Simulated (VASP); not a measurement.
# ZrGaH3 (P6/mmm) in VASP: a series of runs

The runs below take ZrGaH3 through single point, relaxation of cell and atoms, with PBE.

All numbers are computed with VASP 6.6.1; they aren't measurements. Logs are shortened: lines on timing, memory, paths and dates and some standing lists are left out, and cuts for length are marked.

## 1. The cell of the first run

It takes space group P6/mmm (No. 191, hexagonal). The conventional cell has a = 3.905 Å, b = 3.905 Å, c = 5.750 Å, α = 90.00°, β = 90.00°, γ = 120.00°. Within 2.6 Å of Zr (site symmetry 6/mmm) lie 6 H at 1.95 Å. Within 3.8 Å of Ga (site symmetry 6/mmm) lie 2 Zr at 2.88 Å and 12 H at 3.48 Å. H (site symmetry mmm) has 2 Zr at 1.95 Å and 4 H at 1.95 Å within 2.6 Å.

## 2. Single point, PBE, collinear spin, ferromagnetic start

Input file INCAR:

```
SYSTEM = ZrGaH3
PREC     = Accurate       ! precision mode
ENCUT    = 520            ! plane-wave cutoff, eV
EDIFF    = 1E-6           ! SCF threshold, eV
ISMEAR   = 0              ! smearing method
SIGMA    = 0.1            ! smearing width, eV
LREAL    = .False.        ! projectors in reciprocal space
LASPH    = .True.         ! aspherical terms in the spheres
NELM     = 150            ! most SCF steps
ALGO     = Normal         ! electronic algorithm
ISIF     = 2              ! what is computed and relaxed
LWAVE    = .False.        ! write WAVECAR
LCHARG   = .False.        ! write CHGCAR
ISPIN    = 2              ! spin polarisation
MAGMOM   = 1 0 0 0 0      ! initial moments
LORBIT   = 11             ! projections on sites
LMAXMIX  = 4              ! l up to which the mixer works
GGA      = PE             ! functional
NBANDS   = 26             ! bands
```

Input file KPOINTS:

```
Automatic mesh
0
Gamma
  6 6 4
  0 0 0
```

Input file POSCAR:

```
ZrGaH3
1.0
    3.9049416271      0.0000000000      0.0000000000
   -1.9524708136      3.3817786494      0.0000000000
    0.0000000000      0.0000000000      5.7501987534
Zr Ga H
1 1 3
Direct
    0.0000000000      0.0000000000      0.5000000000
    0.0000000000      0.0000000000      0.0000000000
    0.5000000000      0.0000000000      0.5000000000
    0.0000000000      0.5000000000      0.5000000000
    0.5000000000      0.5000000000      0.5000000000
```

Potentials or basis: VASP PAW PBE potentials, release 64 (Zr_sv, Ga_d, H).

Started as:

```console
$ cat potpaw_PBE.64/Zr_sv/POTCAR potpaw_PBE.64/Ga_d/POTCAR potpaw_PBE.64/H/POTCAR > POTCAR
$ mpirun -np 1 vasp_std > vasp.out
```

OUTCAR:

```text
SYSTEM = ZrGaH3
   PREC = Accurate
   ENCUT = 520
   EDIFF = 1E-6
   ISMEAR = 0
   LREAL = .False.
   LASPH = .True.
   NELM = 150
   ISIF = 2
   ISPIN = 2
   LORBIT = 11
   GGA = PE

 ion  position               nearest neighbor table
   1  0.000  0.000  0.500-   3 1.95   3 1.95   5 1.95   5 1.95   4 1.95   4 1.95   2 2.88   2 2.88

   2  0.000  0.000  0.000-   1 2.88   1 2.88
   3  0.500  0.000  0.500-   1 1.95   1 1.95
   4  0.000  0.500  0.500-   1 1.95   1 1.95
   5  0.500  0.500  0.500-   1 1.95   1 1.95

  LATTYP: Found a hexagonal cell.
 ALAT       =     3.9049416271
 C/A-ratio  =     1.4725440999

  Lattice vectors:

 A1 = (   3.9049416271,   0.0000000000,   0.0000000000)
 A2 = (  -1.9524708136,   3.3817786494,   0.0000000000)
 A3 = (   0.0000000000,   0.0000000000,   5.7501987534)

Analysis of symmetry for initial positions (statically):
=====================================================================
 Subroutine PRICEL returns:
 Original cell was already a primitive cell.

 Routine SETGRP: Setting up the symmetry group for a
 hexagonal supercell.

 Subroutine GETGRP returns: Found 24 space group operations
 (whereof 24 operations were pure point group operations)
 out of a pool of 24 trial point group operations.

The static configuration has the point symmetry D_6h.

Analysis of symmetry for dynamics (positions and initial velocities):
=====================================================================
 Subroutine PRICEL returns:
 Original cell was already a primitive cell.

 Routine SETGRP: Setting up the symmetry group for a
 hexagonal supercell.

 Subroutine GETGRP returns: Found 24 space group operations
 (whereof 24 operations were pure point group operations)
 out of a pool of 24 trial point group operations.

The dynamic configuration has the point symmetry D_6h.

Analysis of structural, dynamic, and magnetic symmetry:
=====================================================================
 Subroutine PRICEL returns:
 Original cell was already a primitive cell.

 Routine SETGRP: Setting up the symmetry group for a
 hexagonal supercell.

 Subroutine GETGRP returns: Found 24 space group operations
 (whereof 24 operations were pure point group operations)
 out of a pool of 24 trial point group operations.

The overall configuration has the point symmetry D_6h.

 Subroutine INISYM returns: Found 24 space group operations
 (whereof 24 operations are pure point group operations),
 and found     1 'primitive' translations

----------------------------------------------------------------------------------------

                                     Primitive cell

  volume of cell :      75.9351

  direct lattice vectors                    reciprocal lattice vectors
     3.904941627  0.000000000  0.000000000     0.256085774  0.147851191  0.000000000
    -1.952470814  3.381778649  0.000000000     0.000000000  0.295702381  0.000000000
     0.000000000  0.000000000  5.750198753     0.000000000  0.000000000  0.173907032

  length of vectors
     3.904941627  3.904941627  5.750198753     0.295702381  0.295702381  0.173907032

  position of ions in fractional coordinates (direct lattice)
     0.000000000  0.000000000  0.500000000
     0.000000000  0.000000000  0.000000000
     0.500000000  0.000000000  0.500000000
     1.000000000  0.500000000  0.500000000
     0.500000000  0.500000000  0.500000000

  ion indices of the primitive-cell ions
   primitive index   ion index
                 1           1
                 2           2
                 3           3
                 4           4
                 5           5

----------------------------------------------------------------------------------------

 KPOINTS: Automatic mesh

Automatic generation of k-mesh.
 Grid dimensions read from file:
 generate k-points for:    6    6    4

 Generating k-lattice:

  Cartesian coordinates                     Fractional coordinates (reciprocal lattice)
     0.042680962  0.024641865  0.000000000     0.166666667 -0.000000000  0.000000000
     0.000000000  0.049283730  0.000000000     0.000000000  0.166666667  0.000000000
     0.000000000  0.000000000  0.043476758     0.000000000  0.000000000  0.250000000

  Length of vectors
     0.049283730  0.049283730  0.043476758

  Shift w.r.t. Gamma in fractional coordinates (k-lattice)
     0.000000000  0.000000000  0.000000000

 Subroutine IBZKPT returns following result:
 ===========================================

 Found     21 irreducible k-points:

 Following reciprocal coordinates:
            Coordinates               Weight
  0.000000  0.000000  0.000000      1.000000
  0.166667  0.000000  0.000000      6.000000
  0.333333 -0.000000  0.000000      6.000000
  0.500000  0.000000  0.000000      3.000000
  0.166667  0.166667  0.000000      6.000000
  0.333333  0.166667  0.000000     12.000000
[... 13 lines left out ...]
  0.333333  0.166667  0.500000     12.000000
  0.333333  0.333333  0.500000      2.000000
   k-points           NKPTS =     21   k-points in BZ     NKDIM =     21   number of bands    NBANDS=     26
   number of dos      NEDOS =    301   number of ions     NIONS =      5
   total plane-waves  NPLWV =  43200
   dimension x,y,z NGX =    30 NGY =   30 NGZ =   48
   dimension x,y,z NGXF=    60 NGYF=   60 NGZF=   96
   ions per type =               1   1   3
   NGX,Y,Z   is equivalent  to a cutoff of  12.77, 12.77, 13.88 a.u.
   NGXF,Y,Z  is equivalent  to a cutoff of  25.54, 25.54, 27.75 a.u.
 SYSTEM =  ZrGaH3
   PREC   = accura    normal or accurate (medium, high low for compatibility)
   ISTART =      0    job   : 0-new  1-cont  2-samecut
   ICHARG =      2    charge: 1-file 2-atom 10-const
   ISPIN  =      2    spin polarized calculation?
   LNONCOLLINEAR =      F non collinear calculations
   LSORBIT =      F    spin-orbit coupling
   LASPH  =      T    aspherical Exc in radial PAW
   ENCUT  =  520.0 eV  38.22 Ry    6.18 a.u.   7.26  7.26 10.69*2*pi/ulx,y,z
   NELM   =    150;   NELMIN=  2; NELMDL= -5     # of ELM steps
   EDIFF  = 0.1E-05   stopping-criterion for ELM
   LREAL  =      F    real-space projection
   EDIFFG = 0.1E-04   stopping-criterion for IOM
   NSW    =      0    number of steps for IOM
   IBRION =     -1    ionic relax: 0-MD 1-quasi-New 2-CG
   NFREE  =      0    steps in history (QN), initial steepest desc. (CG)
   ISIF   =      2    stress and relaxation
   ISYM   =      2    0-nonsym 1-usesym 2-fastsym
   POTIM  = 0.5000    time-step for ionic-motion
   TEBEG  =    0.0;   TEEND  =   0.0 temperature during run
   PSTRESS=    0.0 pullay stress
   NELECT =      28.0000    total number of electrons
   NUPDOWN=      -1.0000    fix difference up-down
   EMIN   =  10.00;   EMAX   =-10.00  energy-range for DOS
   EFERMI =   0.00;   METHOD = LEGACY
   ISMEAR =     0;   SIGMA  =   0.10  broadening in eV -4-tet -1-fermi 0-gaus
   EFERMI_NEDOS =   21; number of points for ismear=-14 and -15
   IALGO  =     38    algorithm
   IMIX   =      4    mixing-type and parameters
     AMIX     =   0.40;   BMIX     =  1.00
     AMIX_MAG =   1.60;   BMIX_MAG =  1.00
  volume/ion in A,a.u.               =      15.19       102.49
  Fermi-wavevector in a.u.,A,eV,Ry     =   1.173942  2.218429 18.750731  1.378140
  Thomas-Fermi vector in A             =   2.310347
   LORBIT       =     11    0 simple, 1 ext, 2 COOP (PROOUT), +10 PAW based schemes
   GGA     = PE    functional components
   LHFCALC =     F    Hartree Fock is set to
   AEXX    =    0.0000 exact exchange contribution
   IVDW    =     0    specifies the selected vdW correction
   LEPSILON=     F    determine dielectric tensor
   LRPA    =     F    only Hartree local field effects (RPA)
 spin polarized calculation
 Gauss-broadening in eV      SIGMA  =   0.10
  energy-cutoff  :      520.00
  volume of cell :       75.94
 maximum number of plane-waves:      2079
 NGX is ok and might be reduce to    30
   NGX = 15   NGY = 15   NGZ = 21

 number of electron      28.0000016 magnetization       0.0072497

 Free energy of the ion-electron system (eV)
  ---------------------------------------------------
  ext. energy  EPLUGINS =         0.00000000
  ---------------------------------------------------
  free energy    TOTEN  =       -19.68647028 eV

  energy without entropy =      -19.66398404  energy(sigma->0) =      -19.67522716

 E-fermi :   2.7200     XC(G=0):  -8.9132

 val. band max:        2.6947994881   @ k =   0.5000   0.0000   0.2500
 cond. band min:       2.7373684105   @ k =   0.3333  -0.0000   0.0000
 fundamental gap:      0.0425689225
 Fermi energy:         2.7200110577

 spin component 1

 k-point     1 :       0.0000    0.0000    0.0000
  band No.  band energies     occupation
      1     -45.9596      1.00000
      2     -24.2004      1.00000
      3     -23.8446      1.00000
      4     -23.8446      1.00000
      5     -12.2147      1.00000
      6     -12.2147      1.00000
[... 598 lines left out ...]
     25      13.3691      0.00000
     26      13.3691      0.00000
 Fermi energy:         2.7200110577

 spin component 2

 k-point     1 :       0.0000    0.0000    0.0000
  band No.  band energies     occupation
      1     -45.9581      1.00000
      2     -24.1973      1.00000
      3     -23.8434      1.00000
      4     -23.8434      1.00000
      5     -12.2146      1.00000
      6     -12.2146      1.00000
[... 598 lines left out ...]
     25      13.3710      0.00000
     26      13.3710      0.00000

------------------------ aborting loop because EDIFF is reached ----------------------------------------

  FORCE on cell =-STRESS in cart. coord.  units (eV):
  Direction    XX          YY          ZZ          XY          YZ          ZX
  --------------------------------------------------------------------------------------
  -------------------------------------------------------------------------------------
  Total       -0.0274976     -0.0274976     -0.0854148      0.0000000      0.0000000      0.0000000
  in kB       -0.5801791     -0.5801791     -1.8021928      0.0000000      0.0000000      0.0000000
  external PRESSURE =      -0.9875170 kB  Pullay stress =       0.0000000 kB

 VOLUME and BASIS-vectors are now :
 -----------------------------------------------------------------------------
  energy-cutoff  :      520.00
  volume of cell :       75.94
      direct lattice vectors                 reciprocal lattice vectors
     3.904941627  0.000000000  0.000000000     0.256085774  0.147851191  0.000000000
    -1.952470814  3.381778649  0.000000000     0.000000000  0.295702381  0.000000000
     0.000000000  0.000000000  5.750198753     0.000000000  0.000000000  0.173907032

 POSITION                                       TOTAL-FORCE (eV/Angst)
 -----------------------------------------------------------------------------------
      0.00000      0.00000      2.87510         0.000000      0.000000      0.000000
      0.00000      0.00000      0.00000        -0.000000      0.000000      0.000000
      1.95247      0.00000      2.87510         0.000000      0.000000      0.000000
     -0.97624      1.69089      2.87510        -0.000000      0.000000      0.000000
      0.97624      1.69089      2.87510         0.000000      0.000000      0.000000
 -----------------------------------------------------------------------------------
    total drift:                               -0.000000     -0.000000      0.000000

  FREE ENERGIE OF THE ION-ELECTRON SYSTEM (eV)
  ---------------------------------------------------
  free  energy   TOTEN  =       -19.6864702812 eV

  energy  without entropy=      -19.6639840449  energy(sigma->0) =      -19.67522716

 total charge

# of ion       s       p       d       tot
------------------------------------------
    1        2.183   5.990   1.598   9.770
    2        1.091   0.445   9.917  11.454
    3        0.557   0.009   0.000   0.566
    4        0.557   0.009   0.000   0.566
    5        0.557   0.009   0.000   0.566
--------------------------------------------------
tot          4.944   6.462  11.515  22.921

 magnetization (x)

# of ion       s       p       d       tot
------------------------------------------
    1        0.000   0.000   0.002   0.003
    2        0.000   0.002   0.000   0.003
    3       -0.000   0.000   0.000  -0.000
    4       -0.000   0.000   0.000  -0.000
    5       -0.000   0.000   0.000  -0.000
--------------------------------------------------
tot         -0.001   0.003   0.002   0.004
```

It took 2.9 min on 1 thread of AMD EPYC 9R45, shared host; peak memory 0.24 GiB.

Results:

| Quantity | Value |
| --- | --- |
| Free energy | -19.6865 eV |
| Pressure | -0.1 GPa |
| Band gap on the k mesh | zero (filled and empty bands overlap) |
| Net moment | 0.01 μB per cell |
| Valence electrons inside the program's atomic spheres | Zr 9.77; Ga 11.45; H 0.57 |

[end of part 1 of 2]
